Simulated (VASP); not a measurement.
# KCl (F-43m) in VASP: notebook, part 2 of 2

VASP 6.6.1. Earlier steps stand in the parts before.

## Step 4: Single point, LDA

Input file INCAR:

```
SYSTEM = KCl
PREC     = Accurate       ! precision mode
ENCUT    = 520            ! plane-wave cutoff, eV
EDIFF    = 1E-6           ! SCF threshold, eV
ISMEAR   = 0              ! smearing method
SIGMA    = 0.01           ! smearing width, eV
LREAL    = .False.        ! projectors in reciprocal space
LASPH    = .True.         ! aspherical terms in the spheres
NELM     = 100            ! most SCF steps
ALGO     = Normal         ! electronic algorithm
ISIF     = 2              ! what is computed and relaxed
LWAVE    = .False.        ! write WAVECAR
LCHARG   = .False.        ! write CHGCAR
GGA      = CA             ! functional
NBANDS   = 15             ! bands
```

Input file KPOINTS:

```
Automatic mesh
0
Gamma
  4 4 4
  0 0 0
```

Input file POSCAR:

```
KCl
1.0
    0.0000000000      3.5072828430      3.5072828430
    3.5072828430      0.0000000000      3.5072828430
    3.5072828430      3.5072828430      0.0000000000
K Cl
1 1
Direct
    0.0000000000      0.0000000000      0.0000000000
    0.2500000000      0.2500000000      0.2500000000
```

Potentials or basis: VASP PAW LDA potentials, release 64 (K_sv, Cl).

Run with:

```
> cat potpaw_LDA.64/K_sv/POTCAR potpaw_LDA.64/Cl/POTCAR > POTCAR
> mpirun -np 1 vasp_std > vasp.out
```

OUTCAR:

```text
SYSTEM = KCl
   PREC = Accurate
   ENCUT = 520
   EDIFF = 1E-6
   ISMEAR = 0
   LREAL = .False.
   LASPH = .True.
   NELM = 100
   ISIF = 2
   GGA = CA

 ion  position               nearest neighbor table
   1  0.000  0.000  0.000-   2 3.04   2 3.04   2 3.04   2 3.04
   2  0.250  0.250  0.250-   1 3.04   1 3.04   1 3.04   1 3.04

  LATTYP: Found a face centered cubic cell.
 ALAT       =     7.0145656860

  Lattice vectors:

 A1 = (   0.0000000000,   3.5072828430,   3.5072828430)
 A2 = (   3.5072828430,   0.0000000000,   3.5072828430)
 A3 = (   3.5072828430,   3.5072828430,   0.0000000000)

Analysis of symmetry for initial positions (statically):
=====================================================================
 Subroutine PRICEL returns:
 Original cell was already a primitive cell.

 Routine SETGRP: Setting up the symmetry group for a
 face centered cubic supercell.

 Subroutine GETGRP returns: Found 24 space group operations
 (whereof 24 operations were pure point group operations)
 out of a pool of 48 trial point group operations.

The static configuration has the point symmetry T_d .

Analysis of symmetry for dynamics (positions and initial velocities):
=====================================================================
 Subroutine PRICEL returns:
 Original cell was already a primitive cell.

 Routine SETGRP: Setting up the symmetry group for a
 face centered cubic supercell.

 Subroutine GETGRP returns: Found 24 space group operations
 (whereof 24 operations were pure point group operations)
 out of a pool of 48 trial point group operations.

The dynamic configuration has the point symmetry T_d .

 Subroutine INISYM returns: Found 24 space group operations
 (whereof 24 operations are pure point group operations),
 and found     1 'primitive' translations

----------------------------------------------------------------------------------------

                                     Primitive cell
[... 103 lines left out ...]
   LEPSILON=     F    determine dielectric tensor
   LRPA    =     F    only Hartree local field effects (RPA)
 non-spin polarized calculation
 Gauss-broadening in eV      SIGMA  =   0.01
  energy-cutoff  :      520.00
  volume of cell :       86.29
 maximum number of plane-waves:      2346
 NGX is ok and might be reduce to    40
   NGX = 19   NGY = 19   NGZ = 19

 number of electron      15.9999998 magnetization

 Free energy of the ion-electron system (eV)
  ---------------------------------------------------
  ext. energy  EPLUGINS =         0.00000000
  ---------------------------------------------------
  free energy    TOTEN  =        -7.04801161 eV

  energy without entropy =       -7.04801161  energy(sigma->0) =       -7.04801161

 E-fermi :  -3.4000     XC(G=0):  -6.6161

 val. band max:       -3.4493911650   @ k =   0.5000   0.5000   0.0000
 cond. band min:       1.0184838958   @ k =   0.0000   0.0000   0.0000
 fundamental gap:      4.4678750607
 Fermi energy:        -3.4000084119

 k-point     1 :       0.0000    0.0000    0.0000
  band No.  band energies     occupation
      1     -30.3404      2.00000
      2     -15.0821      2.00000
      3     -14.0742      2.00000
      4     -14.0742      2.00000
      5     -14.0742      2.00000
      6      -3.4914      2.00000
      7      -3.4914      2.00000
      8      -3.4914      2.00000
      9       1.0185      0.00000
     10       5.7042      0.00000
     11       5.7042      0.00000
     12       6.7075      0.00000
     13       6.7075      0.00000
     14       6.7075      0.00000
[... 113 lines left out ...]
      2     -15.3234      2.00000
      3     -14.1139      2.00000
      4     -14.1022      2.00000
      5     -13.7695      2.00000
      6      -3.7029      2.00000
      7      -3.6367      2.00000
      8      -3.4548      2.00000
      9       3.1647      0.00000
     10       3.9627      0.00000
     11       6.0308      0.00000
     12       6.0986      0.00000
     13       6.3563      0.00000
     14       6.7994      0.00000
     15       7.5230      0.00000

------------------------ aborting loop because EDIFF is reached ----------------------------------------

  FORCE on cell =-STRESS in cart. coord.  units (eV):
  Direction    XX          YY          ZZ          XY          YZ          ZX
  --------------------------------------------------------------------------------------
  -------------------------------------------------------------------------------------
  Total       -0.6386101     -0.6386101     -0.6386101     -0.0000000      0.0000000     -0.0000000
  in kB      -11.8577966    -11.8577966    -11.8577966     -0.0000000      0.0000000     -0.0000000
  external PRESSURE =     -11.8577966 kB  Pullay stress =       0.0000000 kB

 VOLUME and BASIS-vectors are now :
 -----------------------------------------------------------------------------
  energy-cutoff  :      520.00
  volume of cell :       86.29
      direct lattice vectors                 reciprocal lattice vectors
     0.000000000  3.507282843  3.507282843    -0.142560501  0.142560501  0.142560501
     3.507282843  0.000000000  3.507282843     0.142560501 -0.142560501  0.142560501
     3.507282843  3.507282843  0.000000000     0.142560501  0.142560501 -0.142560501

 POSITION                                       TOTAL-FORCE (eV/Angst)
 -----------------------------------------------------------------------------------
      0.00000      0.00000      0.00000         0.000000      0.000000      0.000000
      1.75364      1.75364      1.75364        -0.000000     -0.000000     -0.000000
 -----------------------------------------------------------------------------------
    total drift:                               -0.000000     -0.000000     -0.000000

  FREE ENERGIE OF THE ION-ELECTRON SYSTEM (eV)
  ---------------------------------------------------
  free  energy   TOTEN  =        -7.0480116130 eV

  energy  without entropy=       -7.0480116130  energy(sigma->0) =       -7.04801161
```

Wall time 15 s (1 thread of Intel Xeon Platinum 8488C (Sapphire Rapids), shared host); peak memory 0.19 GiB.

Results:

```yaml
Free_energy: -7.0480 eV
Pressure: -1.2 GPa
Band_gap_on_the_k_mesh: 4.47 eV (least direct gap 4.51 eV)
```

Levels at points of the mesh, in eV from the valence-band top:
```csv
k point,band 5,band 6,band 7,band 8,band 9,band 10,band 11,band 12
"(0.00, 0.00, 0.00)",-10.62,-0.04,-0.04,-0.04,4.47,9.15,9.15,10.16
"(0.50, 0.00, 0.00)",-10.41,-0.37,-0.01,-0.01,6.99,7.13,8.71,8.71
"(0.50, 0.50, 0.00)",-10.33,-0.43,0.00,0.00,6.41,7.42,9.59,10.08
```

A k mesh can miss the band edges.
